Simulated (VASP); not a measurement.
# AgCl (Fm-3m) in VASP: vibrations by perturbation theory with PBE

Aim: the vibrations by perturbation theory of AgCl with PBE.

Everything below comes from runs of VASP 6.6.1. Logs are shortened: lines on timing, memory, paths and dates and some standing lists are left out, and cuts for length are marked.

**1. The cell of the first run**

The structure is cubic, space group Fm-3m (No. 225). The conventional cell has a = 5.106 Å, b = 5.106 Å, c = 5.106 Å, α = 90.00°, β = 90.00°, γ = 90.00°. Ag (site symmetry m-3m) has 6 Cl at 2.55 Å within 3.4 Å. Cl (site symmetry m-3m) has 6 Ag at 2.55 Å within 3.4 Å.

**2. Vibrations by perturbation theory, PBE**

Contents of INCAR:

```
PREC = Accurate
ENCUT = 520
EDIFF = 1E-8
ISMEAR = 0
SIGMA = 0.01
LREAL = False
LASPH = True
NELM = 60
ALGO = Normal
ISIF = 2
LWAVE = False
LCHARG = False
GGA = PE
IBRION = 8
NSW = 1
LEPSILON = True
```

Contents of KPOINTS:

```
regular mesh
0
Gamma
  10 10 10
```

Contents of POSCAR:

```
AgCl
1.0
    0.0000000000      2.5528870611      2.5528870611
    2.5528870611      0.0000000000      2.5528870611
    2.5528870611      2.5528870611      0.0000000000
Ag Cl
1 1
Direct
    0.5000000000      0.5000000000      0.5000000000
    0.0000000000      0.0000000000      0.0000000000
```

Potentials or basis: VASP PAW PBE potentials, release 64 (Ag, Cl).

Command:

```
$ cat potpaw_PBE.64/Ag/POTCAR potpaw_PBE.64/Cl/POTCAR > POTCAR
$ mpirun -np 1 vasp_std > vasp.out
```

OUTCAR:

```text
PREC = Accurate
   ENCUT = 520
   EDIFF = 1E-8
   ISMEAR = 0
   LREAL = False
   LASPH = True
   NELM = 60
   ISIF = 2
   GGA = PE
   IBRION = 8
   NSW = 1
   LEPSILON = True

 ion  position               nearest neighbor table
   1  0.500  0.500  0.500-   2 2.55   2 2.55   2 2.55   2 2.55   2 2.55   2 2.55
   2  0.000  0.000  0.000-   1 2.55   1 2.55   1 2.55   1 2.55   1 2.55   1 2.55

  LATTYP: Found a face centered cubic cell.
 ALAT       =     5.1057741222

  Lattice vectors:

 A1 = (   0.0000000000,   2.5528870611,   2.5528870611)
 A2 = (   2.5528870611,   0.0000000000,   2.5528870611)
 A3 = (   2.5528870611,   2.5528870611,   0.0000000000)

Analysis of symmetry for initial positions (statically):
=====================================================================
 Subroutine PRICEL returns:
 Original cell was already a primitive cell.

 Routine SETGRP: Setting up the symmetry group for a
 face centered cubic supercell.

 Subroutine GETGRP returns: Found 48 space group operations
 (whereof 48 operations were pure point group operations)
 out of a pool of 48 trial point group operations.

The static configuration has the point symmetry O_h .

Analysis of symmetry for dynamics (positions and initial velocities):
=====================================================================
 Subroutine PRICEL returns:
 Original cell was already a primitive cell.

 Routine SETGRP: Setting up the symmetry group for a
 face centered cubic supercell.

 Subroutine GETGRP returns: Found 48 space group operations
 (whereof 48 operations were pure point group operations)
 out of a pool of 48 trial point group operations.

The dynamic configuration has the point symmetry O_h .

 Subroutine INISYM returns: Found 48 space group operations
 (whereof 48 operations are pure point group operations),
 and found     1 'primitive' translations

----------------------------------------------------------------------------------------

                                     Primitive cell

  volume of cell :      33.2755

  direct lattice vectors                    reciprocal lattice vectors
     0.000000000  2.552887061  2.552887061    -0.195856686  0.195856686  0.195856686
     2.552887061  0.000000000  2.552887061     0.195856686 -0.195856686  0.195856686
     2.552887061  2.552887061  0.000000000     0.195856686  0.195856686 -0.195856686

  length of vectors
     3.610327505  3.610327505  3.610327505     0.339233731  0.339233731  0.339233731

  position of ions in fractional coordinates (direct lattice)
     0.500000000  0.500000000  0.500000000
     0.000000000  0.000000000  0.000000000

  ion indices of the primitive-cell ions
   primitive index   ion index
                 1           1
                 2           2

----------------------------------------------------------------------------------------

 KPOINTS: regular mesh

Automatic generation of k-mesh.
 Grid dimensions read from file:
 generate k-points for:   10   10   10

 Generating k-lattice:

  Cartesian coordinates                     Fractional coordinates (reciprocal lattice)
    -0.019585669  0.019585669  0.019585669     0.100000000  0.000000000  0.000000000
     0.019585669 -0.019585669  0.019585669     0.000000000  0.100000000  0.000000000
[... 532 lines left out ...]
  ---------------------------------------------------
  free energy    TOTEN  =        -0.48294377 eV

  energy without entropy =       -0.48294377

------------------------ aborting loop because EDIFF is reached ----------------------------------------

--------------------------------------- Ionic step        2  -------------------------------------------

------------------------ aborting loop because EDIFF is reached ----------------------------------------

--------------------------------------- Ionic step        3  -------------------------------------------

------------------------ aborting loop because EDIFF is reached ----------------------------------------

 PIEZOELECTRIC TENSOR FIELD DIRECTION 3  (e Angst)
 -----------------------------------------------------------------------------
    -0.00020  0.00000  0.00000           (  0.00001  0.00000  0.00000)
     0.00000 -0.00020 -0.00000           (  0.00000  0.00001  0.00000)
     0.00000 -0.00000 -0.00196           (  0.00000  0.00000  0.00002)

 PIEZOELECTRIC TENSOR FIELD DIRECTION 3  (C/m^2)
 -----------------------------------------------------------------------------
    -0.00010  0.00000  0.00000
     0.00000 -0.00010 -0.00000
     0.00000 -0.00000 -0.00094

--------------------------------------- Ionic step        4  -------------------------------------------

------------------------ aborting loop because EDIFF is reached ----------------------------------------

[... ionic steps 5 to 6 ...]

--------------------------------------- Ionic step        7  -------------------------------------------

 Free energy of the ion-electron system (eV)
  ---------------------------------------------------
  ---------------------------------------------------
  free energy    TOTEN  =        -0.18719058 eV

  energy without entropy =       -0.18719058

------------------------ aborting loop because EDIFF is reached ----------------------------------------

 INTERNAL STRAIN TENSOR  FOR ION    2  DIRECTION 1   (eV/Angst):
 -----------------------------------------------------------------------------
     0.00244 -0.00000  0.00000
    -0.00000  0.01797 -0.00000
     0.00000 -0.00000  0.01797

 MACROSCOPIC STATIC DIELECTRIC TENSOR (including local field effects in DFT)
 ------------------------------------------------------
           6.017690    -0.000000     0.000000
          -0.000000     6.017690     0.000000
           0.000000    -0.000000     6.017690
 ------------------------------------------------------

 PIEZOELECTRIC TENSOR (including local field effects)  for field in x, y, z        (e  Angst)
          XX          YY          ZZ          XY          YZ          ZX
  --------------------------------------------------------------------------------
  x     0.00000     0.00000     0.00000     0.00000     0.00000     0.00000
  y     0.00000     0.00000     0.00000     0.00000     0.00000     0.00000
  z     0.00000     0.00000     0.00000     0.00000     0.00000     0.00000

 PIEZOELECTRIC TENSOR (including local field effects)  for field in x, y, z        (C/m^2)
          XX          YY          ZZ          XY          YZ          ZX
  --------------------------------------------------------------------------------
  x     0.00000     0.00000     0.00000     0.00000     0.00000     0.00000
  y     0.00000     0.00000     0.00000     0.00000     0.00000     0.00000
  z     0.00000     0.00000     0.00000     0.00000     0.00000     0.00000

 BORN EFFECTIVE CHARGES (including local field effects) (in |e|, cummulative output)
 ---------------------------------------------------------------------------------
 ion    1
    1     1.31999     0.00000     0.00000
    2     0.00000     1.31999     0.00000
    3     0.00000     0.00000     1.31999
 ion    2
    1    -1.31999     0.00000     0.00000
    2     0.00000    -1.31999     0.00000
    3     0.00000     0.00000    -1.31999

 INTERNAL STRAIN TENSOR FOR ION    2 for displacements in x,y,z  (eV/Angst):
          X           Y           Z          XY          YZ          ZX
  --------------------------------------------------------------------------------
  x     0.00000     0.00000     0.00000     0.00000     0.00000     0.00000
  y     0.00000     0.00000     0.00000     0.00000     0.00000     0.00000
  z     0.00000     0.00000     0.00000     0.00000     0.00000     0.00000

 SECOND DERIVATIVES (NOT SYMMETRIZED)
 ------------------------------------
               1X          1Y          1Z          2X          2Y          2Z
  1X    -4.524759    0.000000    0.000000    4.524759    0.000000    0.000000
  1Y     0.000000   -4.524759    0.000000    0.000000    4.524759    0.000000
  1Z     0.000000    0.000000   -4.524759    0.000000    0.000000    4.524759
  2X     4.525238    0.000000    0.000000   -4.525238    0.000000    0.000000
  2Y     0.000000    4.525238    0.000000    0.000000   -4.525238    0.000000
  2Z     0.000000    0.000000    4.525238    0.000000    0.000000   -4.525238

 Eigenvectors and eigenvalues of the dynamical matrix
 ----------------------------------------------------

   1 f  =    6.437954 THz    40.450857 2PiTHz  214.747026 cm-1    26.625226 meV
             X         Y         Z           dx          dy          dz
      2.552887  2.552887  2.552887     0.000000    0.490437   -0.082579
      0.000000  0.000000  0.000000     0.000000   -0.855512    0.144050
[... 21 lines left out ...]
   6 f/i=    0.000147 THz     0.000925 2PiTHz    0.004909 cm-1     0.000609 meV
             X         Y         Z           dx          dy          dz
      2.552887  2.552887  2.552887     0.752373    0.428690    0.053018
      0.000000  0.000000  0.000000     0.431311    0.245754    0.030393

--------------------------------------------------------------------------------------------------------

 MACROSCOPIC STATIC DIELECTRIC TENSOR IONIC CONTRIBUTION
 ------------------------------------------------------
           2.093935    -0.000000    -0.000000
          -0.000000     2.093935     0.000000
          -0.000000     0.000000     2.093935
 ------------------------------------------------------

 ELASTIC MODULI CONTR FROM IONIC RELAXATION (kBar)
 Direction    XX          YY          ZZ          XY          YZ          ZX
 --------------------------------------------------------------------------------
 XX           0.0000      0.0000      0.0000      0.0000      0.0000      0.0000
 YY           0.0000      0.0000      0.0000      0.0000      0.0000      0.0000
 ZZ           0.0000      0.0000      0.0000      0.0000      0.0000      0.0000
 XY           0.0000      0.0000      0.0000      0.0000      0.0000      0.0000
 YZ           0.0000      0.0000      0.0000      0.0000      0.0000      0.0000
 ZX           0.0000      0.0000      0.0000      0.0000      0.0000      0.0000
 --------------------------------------------------------------------------------

 PIEZOELECTRIC TENSOR IONIC CONTR  for field in x, y, z        (C/m^2)
          XX          YY          ZZ          XY          YZ          ZX
  --------------------------------------------------------------------------------
  x     0.00000     0.00000     0.00000     0.00000     0.00000     0.00000
  y     0.00000     0.00000     0.00000     0.00000     0.00000     0.00000
  z     0.00000     0.00000     0.00000     0.00000     0.00000     0.00000
```

Wall time 2.8 min (1 thread of Intel Xeon 6975P-C (Granite Rapids), shared host); peak memory 0.27 GiB.

What came out:

- Electronic dielectric tensor (diagonal): 6.02
- Born charges (mean of the diagonal): Ag +1.32; Cl -1.32 e
- Highest phonon frequency at Γ, LO-TO splitting left out: 215 cm⁻¹

Phonon frequencies in cm⁻¹ (negative: imaginary):
```tsv
q point	frequencies
(0.000, 0.000, 0.000)	0 0 0 215 215 215
```

Electronic dielectric tensor:
```
6.02 0.00 0.00
0.00 6.02 0.00
0.00 0.00 6.02
```

Born effective charge tensors (e):
atom 1, Ag
```
1.32 0.00 0.00
0.00 1.32 0.00
0.00 0.00 1.32
```
atom 2, Cl
```
-1.32  0.00  0.00
 0.00 -1.32  0.00
 0.00  0.00 -1.32
```

Caveat: the cell wasn't relaxed at this level first, which shifts response properties.
